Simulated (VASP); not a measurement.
SrO: single point with PBE

SrO:

```
CELL_PARAMETERS angstrom
4.27547 0.00000 0.00000
-2.13773 3.70266 0.00000
0.00000 0.00000 5.15559
ATOMIC_POSITIONS crystal
Sr 0.66667 0.33333 0.43813
Sr 0.33333 0.66667 0.93813
O 0.66667 0.33333 0.93687
O 0.33333 0.66667 0.43687
```

* Program: VASP 6.6.1
* Task: single point
* Functional: PBE
* Potentials or basis: VASP PAW PBE potentials, release 64 (Sr_sv, O)
* Cutoff: 520 eV
* k mesh: 7 × 7 × 5
* Occupations: fermi-dirac, width 0.05 eV
* Spin: no spin polarisation
* Dipole correction: no
* Further INCAR settings: ALGO = Normal; EDIFF = 1e-06; NBANDS = 24

| Quantity | Value |
| --- | --- |
| Pressure | 1.4 GPa |
| Largest force | 0.014 eV/Å |
| Band gap on the k mesh | 2.63 eV, direct |

Forces in eV/Å, atoms in the order of the input:
```
Sr   0.000  0.000 -0.014
Sr   0.000  0.000 -0.014
O    0.000  0.000  0.014
O    0.000  0.000  0.014
```

Stress tensor (GPa, compression positive):
```
1.25 0.00 0.00
0.00 1.25 0.00
0.00 0.00 1.56
```

Levels at points of the mesh, in eV from the valence-band top:
```tsv
k point	band 14	band 15	band 16	band 17	band 18	band 19
(0.00, 0.00, 0.00)	-0.89	-0.34	0.00	2.63	6.11	6.11
```

It took 53 s on 1 thread of Intel Xeon 8259CL, with other jobs on the host, peak memory 0.21 GiB.

A k mesh can miss the band edges.
